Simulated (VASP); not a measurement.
Here is a VASP 6.6.1 calculation.

Contents of POSCAR:

```
TiC
1.0
    0.0000000000      2.1215080947      2.1215080947
    2.1215080947      0.0000000000      2.1215080947
    2.1215080947      2.1215080947      0.0000000000
Ti C
1 1
Direct
    0.0000000000      0.0000000000      0.0000000000
    0.5000000000      0.5000000000      0.5000000000
```

Contents of INCAR.step1:

```
  ALGO = Normal
  EDIFF = 1E-5
  ENCUT = 520
  GGA = PE
  ISIF = 2
  ISMEAR = -1
  LASPH = T
  LCHARG = F
  LREAL = F
  LWAVE = T
  NBANDS = 15
  NELM = 100
  PREC = Accurate
  SIGMA = 0.05
```

INCAR.step2

```
  AEXX = 0.25
  ALGO = Normal
  EDIFF = 1E-6
  ENCUT = 520
  GGA = PE
  ISIF = 2
  ISMEAR = -1
  ISTART = 1
  LASPH = T
  LCHARG = F
  LHFCALC = T
  LREAL = F
  LWAVE = F
  NBANDS = 15
  NELM = 100
  PREC = Accurate
  PRECFOCK = Normal
  SIGMA = 0.05
```

Contents of KPOINTS:

```
k-points
0
Gamma
  6 6 6
```

Potentials or basis: VASP PAW PBE potentials, release 64 (Ti_sv, C).

Command:

```console
$ cat potpaw_PBE.64/Ti_sv/POTCAR potpaw_PBE.64/C/POTCAR > POTCAR
$ cp INCAR.step1 INCAR
$ mpirun -np 1 vasp_std > vasp.out
$ cp INCAR.step2 INCAR
$ mpirun -np 1 vasp_std > vasp.out
```

**Question.** Estimate the band gap on the k mesh.

**Answer.** Zero (band 8 reaches 11.75 eV, above the bottom of band 9 at 9.27 eV).

**Question.** Estimate the pressure.

**Answer.** 12.3 GPa.

Caveat: the k points lie up to 0.43 Å⁻¹ apart; the PAW data sets were made with another functional, which shifts forces and pressure a little.
